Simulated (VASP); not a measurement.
Runs of VASP 6.6.1 on CuH3. The structure is that of space group P4mm (No. 99), or close to it. The cells are those of the table. 

```csv
task,cell,k mesh,k mesh for the DOS,occupations for the DOS,gap on the mesh (eV),largest force (eV/Å)
single point,"a = 2.538, b = 2.538, c = 28.924 Å, 4 atoms",18 × 18 × 1,-,-,none,(a)
single point,"a = 2.802, b = 2.802, c = 17.000 Å, 4 atoms",6 × 6 × 1,-,-,none,2.96
single point,"a = 2.538, b = 2.538, c = 28.924 Å, 4 atoms",6 × 6 × 1,-,-,none,0.01
single point,"a = 2.511, b = 2.511, c = 31.394 Å, 4 atoms",18 × 18 × 1,-,-,none,0.01
```

Alike in all rows: level PBE; potentials or basis VASP PAW PBE potentials, release 64 (Cu, H); no spin polarisation; cutoff (eV) 520; smearing gaussian 0.1 eV.

Q: Estimate the missing entries.

A: (a) 0.04.

Caveats: some runs use coarse meshes.

A gap of «none» marks levels without a gap at the run's occupations.
